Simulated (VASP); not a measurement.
# Pt (Fm-3m) in VASP: a series of runs

Runs on Pt. Level: PBEsol. Tasks: single point.

All numbers are computed with VASP 6.6.1; they aren't measurements. Logs are shortened: lines on timing, memory, paths and dates and some standing lists are left out, and cuts for length are marked.

### 1 The cell of the first run

The structure is cubic, space group Fm-3m (No. 225). The conventional cell has a = 3.920 Å, b = 3.920 Å, c = 3.920 Å, α = 90.00°, β = 90.00°, γ = 90.00°. Within 3.7 Å of Pt (site symmetry m-3m) lie 12 Pt at 2.77 Å.

### 2 Single point, PBEsol

INCAR reads:

```
SYSTEM = Pt
PREC     = Accurate       ! precision mode
ENCUT    = 520            ! plane-wave cutoff, eV
EDIFF    = 1E-7           ! SCF threshold, eV
ISMEAR   = 0              ! smearing method
SIGMA    = 0.05           ! smearing width, eV
LREAL    = .FALSE.        ! projectors in reciprocal space
LASPH    = .TRUE.         ! aspherical terms in the spheres
NELM     = 100            ! most SCF steps
ALGO     = Normal         ! electronic algorithm
ISIF     = 2              ! what is computed and relaxed
LWAVE    = .FALSE.        ! write WAVECAR
LCHARG   = .FALSE.        ! write CHGCAR
GGA      = PS             ! functional
NBANDS   = 11             ! bands
```

KPOINTS reads:

```
Automatic mesh
0
G
  18 18 18
  0 0 0
```

POSCAR reads:

```
Pt
1.0
    0.0000000000      1.9600000000      1.9600000000
    1.9600000000      0.0000000000      1.9600000000
    1.9600000000      1.9600000000      0.0000000000
Pt
1
Direct
    0.0000000000      0.0000000000      0.0000000000
```

Potentials or basis: VASP PAW PBE potentials, release 64 (Pt).

Started as:

```console
$ cat potpaw_PBE.64/Pt/POTCAR > POTCAR
$ mpirun -np 1 vasp_std > vasp.out
```

OUTCAR:

```text
SYSTEM = Pt
   PREC = Accurate
   ENCUT = 520
   EDIFF = 1E-7
   ISMEAR = 0
   LREAL = .FALSE.
   LASPH = .TRUE.
   NELM = 100
   ISIF = 2
   GGA = PS

 ion  position               nearest neighbor table
   1  0.000  0.000  0.000-

  LATTYP: Found a face centered cubic cell.
 ALAT       =     3.9200000000

  Lattice vectors:

 A1 = (   0.0000000000,   1.9600000000,   1.9600000000)
 A2 = (   1.9600000000,   0.0000000000,   1.9600000000)
 A3 = (   1.9600000000,   1.9600000000,   0.0000000000)

Analysis of symmetry for initial positions (statically):
=====================================================================
 Subroutine PRICEL returns:
 Original cell was already a primitive cell.

 Routine SETGRP: Setting up the symmetry group for a
 face centered cubic supercell.

 Subroutine GETGRP returns: Found 48 space group operations
 (whereof 48 operations were pure point group operations)
 out of a pool of 48 trial point group operations.

The static configuration has the point symmetry O_h .

Analysis of symmetry for dynamics (positions and initial velocities):
=====================================================================
 Subroutine PRICEL returns:
 Original cell was already a primitive cell.

 Routine SETGRP: Setting up the symmetry group for a
 face centered cubic supercell.

 Subroutine GETGRP returns: Found 48 space group operations
 (whereof 48 operations were pure point group operations)
 out of a pool of 48 trial point group operations.

The dynamic configuration has the point symmetry O_h .

 Subroutine INISYM returns: Found 48 space group operations
 (whereof 48 operations are pure point group operations),
 and found     1 'primitive' translations

----------------------------------------------------------------------------------------

                                     Primitive cell

  volume of cell :      15.0591

  direct lattice vectors                    reciprocal lattice vectors
     0.000000000  1.960000000  1.960000000    -0.255102041  0.255102041  0.255102041
     1.960000000  0.000000000  1.960000000     0.255102041 -0.255102041  0.255102041
     1.960000000  1.960000000  0.000000000     0.255102041  0.255102041 -0.255102041

  length of vectors
     2.771858582  2.771858582  2.771858582     0.441849696  0.441849696  0.441849696

  position of ions in fractional coordinates (direct lattice)
     0.000000000  0.000000000  0.000000000

  ion indices of the primitive-cell ions
   primitive index   ion index
                 1           1
[... 79 lines left out ...]
   ISYM   =      2    0-nonsym 1-usesym 2-fastsym
   POTIM  = 0.5000    time-step for ionic-motion
   TEBEG  =    0.0;   TEEND  =   0.0 temperature during run
   PSTRESS=    0.0 pullay stress
   NELECT =      10.0000    total number of electrons
   NUPDOWN=      -1.0000    fix difference up-down
   EMIN   =  10.00;   EMAX   =-10.00  energy-range for DOS
   EFERMI =   0.00;   METHOD = LEGACY
   ISMEAR =     0;   SIGMA  =   0.05  broadening in eV -4-tet -1-fermi 0-gaus
   EFERMI_NEDOS =   21; number of points for ismear=-14 and -15
   IALGO  =     38    algorithm
   IMIX   =      4    mixing-type and parameters
     AMIX     =   0.40;   BMIX     =  1.00
     AMIX_MAG =   1.60;   BMIX_MAG =  1.00
  volume/ion in A,a.u.               =      15.06       101.62
  Fermi-wavevector in a.u.,A,eV,Ry     =   1.428265  2.699029 27.755077  2.039941
  Thomas-Fermi vector in A             =   2.548345
   LORBIT       =      0    0 simple, 1 ext, 2 COOP (PROOUT), +10 PAW based schemes
   GGA     = PS    functional components
   LHFCALC =     F    Hartree Fock is set to
   AEXX    =    0.0000 exact exchange contribution
   IVDW    =     0    specifies the selected vdW correction
   LEPSILON=     F    determine dielectric tensor
   LRPA    =     F    only Hartree local field effects (RPA)
 non-spin polarized calculation
 Gauss-broadening in eV      SIGMA  =   0.05
  energy-cutoff  :      520.00
  volume of cell :       15.06
 maximum number of plane-waves:       419
 NGX is ok and might be reduce to    24
   NGX = 11   NGY = 11   NGZ = 11

 number of electron      10.0000000 magnetization

 Free energy of the ion-electron system (eV)
  ---------------------------------------------------
  ext. energy  EPLUGINS =         0.00000000
  ---------------------------------------------------
  free energy    TOTEN  =        -6.96129835 eV

  energy without entropy =       -6.95843238  energy(sigma->0) =       -6.95986537

 E-fermi :  11.1264     XC(G=0): -13.6371

 val. band max:       11.1248956611   @ k =  -0.3333   0.3889   0.1111
 cond. band min:      11.1377576403   @ k =   0.3889   0.2222   0.0000
 fundamental gap:      0.0128619792
 Fermi energy:        11.1264038662

 k-point     1 :       0.0000    0.0000    0.0000
  band No.  band energies     occupation
      1       0.8119      2.00000
      2       7.3082      2.00000
      3       7.3082      2.00000
      4       7.3082      2.00000
      5       9.4917      2.00000
      6       9.4917      2.00000
      7      25.7449      0.00000
      8      30.7103      0.00000
      9      30.7103      0.00000
     10      30.7103      0.00000
     11      36.0146      0.00000
[... 309 lines left out ...]
 k-point    24 :      -0.2222    0.0556    0.0000
  band No.  band energies     occupation
      1       2.8648      2.00000
      2       6.8056      2.00000
      3       7.7042      2.00000
      4       7.7730      2.00000
      5       9.2910      2.00000
      6       9.9762      2.00000
      7      24.7742      0.00000
      8      27.6572      0.00000
      9      32.1669      0.00000
     10      33.5812      0.00000
     11      34.8382      0.00000

 [... further k-points ...]

------------------------ aborting loop because EDIFF is reached ----------------------------------------

  FORCE on cell =-STRESS in cart. coord.  units (eV):
  Direction    XX          YY          ZZ          XY          YZ          ZX
  --------------------------------------------------------------------------------------
  -------------------------------------------------------------------------------------
  Total       -0.0873252     -0.0873252     -0.0873252     -0.0000000     -0.0000000      0.0000000
  in kB       -9.2907751     -9.2907751     -9.2907751     -0.0000000     -0.0000000      0.0000000
  external PRESSURE =      -9.2907751 kB  Pullay stress =       0.0000000 kB

 VOLUME and BASIS-vectors are now :
 -----------------------------------------------------------------------------
  energy-cutoff  :      520.00
  volume of cell :       15.06
      direct lattice vectors                 reciprocal lattice vectors
     0.000000000  1.960000000  1.960000000    -0.255102041  0.255102041  0.255102041
     1.960000000  0.000000000  1.960000000     0.255102041 -0.255102041  0.255102041
     1.960000000  1.960000000  0.000000000     0.255102041  0.255102041 -0.255102041

 POSITION                                       TOTAL-FORCE (eV/Angst)
 -----------------------------------------------------------------------------------
      0.00000      0.00000      0.00000         0.000000      0.000000      0.000000
 -----------------------------------------------------------------------------------
    total drift:                               -0.000000      0.000000      0.000000

  FREE ENERGIE OF THE ION-ELECTRON SYSTEM (eV)
  ---------------------------------------------------
  free  energy   TOTEN  =        -6.9612983515 eV

  energy  without entropy=       -6.9584323804  energy(sigma->0) =       -6.95986537
```

OSZICAR:

```text
N       E                     dE             d eps       ncg     rms          rms(c)
DAV:   1     0.384012680585E+02    0.38401E+02   -0.53628E+03  4394   0.846E+02
DAV:   2    -0.680183421211E+01   -0.45203E+02   -0.43177E+02  4895   0.176E+02
DAV:   3    -0.741497156768E+01   -0.61314E+00   -0.61131E+00  4981   0.194E+01
DAV:   4    -0.741738396466E+01   -0.24124E-02   -0.24122E-02  4944   0.144E+00
DAV:   5    -0.741740292392E+01   -0.18959E-04   -0.18960E-04  5004   0.118E-01    0.134E+01
DAV:   6    -0.701073517163E+01    0.40667E+00   -0.94197E-01  4662   0.765E+00    0.681E+00
DAV:   7    -0.696565131437E+01    0.45084E-01   -0.16087E-01  4944   0.306E+00    0.257E+00
DAV:   8    -0.696161981214E+01    0.40315E-02   -0.70500E-03  4650   0.765E-01    0.687E-01
DAV:   9    -0.696129403629E+01    0.32578E-03   -0.28879E-04  4773   0.154E-01    0.293E-02
DAV:  10    -0.696129813379E+01   -0.40975E-05   -0.45265E-06  5453   0.151E-02    0.529E-03
DAV:  11    -0.696129833588E+01   -0.20209E-06   -0.56448E-08  4285   0.216E-03    0.160E-03
DAV:  12    -0.696129835149E+01   -0.15602E-07   -0.25161E-09  2565   0.354E-04
   1 F= -.69612984E+01 E0= -.69598654E+01  d E =-.286597E-02
```

Wall time 30 s (1 thread of Intel Xeon Platinum 8375C at 2.90GHz (Ice Lake), shared host); peak memory 0.17 GiB.

What came out:

```yaml
Free_energy: -6.9613 eV
Pressure: -0.9 GPa
Band_gap_on_the_k_mesh: zero (band 5 reaches 11.62 eV, above the bottom of band 6 at 9.38 eV)
```

Caveat: the PAW data sets were made with another functional, which shifts forces and pressure a little; spin-orbit coupling is left out, which moves the levels of the heavy elements.

### 3 Single point, PBEsol

This run uses another cell than the first one, of 15.01 Å³/atom, 0.997 times its volume.

INCAR reads:

```
SYSTEM = Pt
  PREC = Accurate
  ENCUT = 520
  EDIFF = 1E-6
  ISMEAR = 0
  SIGMA = 0.05
  LREAL = .FALSE.
  LASPH = .TRUE.
  NELM = 80
  ALGO = Normal
  ISIF = 2
  LWAVE = .FALSE.
  LCHARG = .FALSE.
  GGA = PS
  NBANDS = 11
```

KPOINTS is that of step 2.

POSCAR reads:

```
Pt
1.0
    0.0000000000      1.9578018628      1.9578018628
    1.9578018628      0.0000000000      1.9578018628
    1.9578018628      1.9578018628      0.0000000000
Pt
1
Direct
    0.0000000000      0.0000000000      0.0000000000
```

Potentials or basis: VASP PAW PBE potentials, release 64 (Pt).

Started as:

```console
$ cat potpaw_PBE.64/Pt/POTCAR > POTCAR
$ mpirun -np 1 vasp_std > vasp.out
```

Run time: 20 s. Hardware: 1 thread of Intel Xeon Platinum 8375C at 2.90GHz (Ice Lake), shared host; peak memory 0.16 GiB.

Results (log left out):

- Free energy: -6.9614 eV
- Pressure: 0.0 GPa
- Band gap on the k mesh: zero (band 5 reaches 11.69 eV, above the bottom of band 6 at 9.44 eV)

Levels at points of the mesh, in eV from the Fermi level:
```tsv
k point	band 3	band 4	band 5	band 6	band 7	band 8
(0.00, 0.00, 0.00)	-3.84	-3.84	-1.64	-1.64	14.61	19.59
(0.50, 0.00, 0.00)	-3.90	-0.57	0.04	0.04	5.84	14.16
(0.50, 0.50, 0.00)	0.02	0.49	0.49	1.70	8.88	11.35
```

Caveat: the PAW data sets were made with another functional, which shifts forces and pressure a little; spin-orbit coupling is left out, which moves the levels of the heavy elements.

(Part 1 of 2 ends here.)
